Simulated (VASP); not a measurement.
Write the native input for VASP 6.6.1 that does the following.

| Item | Value |
| --- | --- |
| Task | single point |
| Functional | r2SCAN |
| Potentials or basis | VASP PAW PBE potentials, release 64 (Ga_d, W_sv) |
| Cutoff | 520 eV |
| k mesh | 6 × 6 × 6 |
| Occupations | methfessel-paxton, width 0.0566 eV |
| Spin | no spin polarisation |
| Dipole correction | no |
| Further INCAR settings | ALGO = Normal; EDIFF = 1e-06; NBANDS = 36 |

Crystal: GaW3.

```
Ga W
1.0
     3.95578    0.00000    0.00000
     0.00000    3.95578    0.00000
     0.00000    0.00000    3.95689
Ga W
1 3
Direct
  0.00000 0.00000 0.00000
  0.00000 0.50000 0.50000
  0.50000 0.00000 0.50000
  0.50000 0.50000 0.00000
```

One way to write it, as run:

POSCAR

```
GaW3
1.0
    3.9557842879      0.0000000000      0.0000000000
    0.0000000000      3.9557842879      0.0000000000
    0.0000000000      0.0000000000      3.9568940975
Ga W
1 3
Direct
    0.0000000000      0.0000000000      0.0000000000
    0.0000000000      0.5000000000      0.5000000000
    0.5000000000      0.0000000000      0.5000000000
    0.5000000000      0.5000000000      0.0000000000
```

INCAR.step1

```
ALGO     = Normal         # electronic algorithm
EDIFF    = 1E-4           # SCF threshold, eV
ENCUT    = 520            # plane-wave cutoff, eV
GGA      = PE             # functional
ISMEAR   = 1              # smearing method
LASPH    = True           # aspherical terms in the spheres
LCHARG   = False          # write CHGCAR
LREAL    = False          # projectors in reciprocal space
LWAVE    = True           # write WAVECAR
NBANDS   = 36             # bands
NELM     = 100            # most SCF steps
PREC     = Accurate       # precision mode
SIGMA    = 0.0566         # smearing width, eV
```

INCAR.step2

```
ALGO     = Normal         # electronic algorithm
EDIFF    = 1E-6           # SCF threshold, eV
ENCUT    = 520            # plane-wave cutoff, eV
ISIF     = 2              # what is computed and relaxed
ISMEAR   = 1              # smearing method
ISTART   = 1            
LASPH    = True           # aspherical terms in the spheres
LCHARG   = False          # write CHGCAR
LMIXTAU  = True         
LREAL    = False          # projectors in reciprocal space
LWAVE    = False          # write WAVECAR
METAGGA  = R2SCAN         # meta-GGA
NBANDS   = 36             # bands
NELM     = 100            # most SCF steps
PREC     = Accurate       # precision mode
SIGMA    = 0.0566         # smearing width, eV
```

KPOINTS

```
k-points
0
Gamma
  6 6 6
```

Potentials or basis: VASP PAW PBE potentials, release 64 (Ga_d, W_sv).

The run is started by

```console
$ cat potpaw_PBE.64/Ga_d/POTCAR potpaw_PBE.64/W_sv/POTCAR > POTCAR
$ cp INCAR.step1 INCAR
$ mpirun -np 1 vasp_std > vasp.out
$ cp INCAR.step2 INCAR
$ mpirun -np 1 vasp_std > vasp.out
```

Results of the run:

| Quantity | Value |
| --- | --- |
| Pressure | 0.8 GPa |
| Band gap on the k mesh | zero (an odd number of electrons rules out a gap without spin polarisation) |

Caveat: the PAW data sets were made with another functional, which shifts forces and pressure a little; spin-orbit coupling is left out, which moves the levels of the heavy elements.

Run time: 4 min on 1 thread of AMD EPYC 7R13 Processor (Zen 3), with other jobs on the host, peak memory 0.19 GiB.
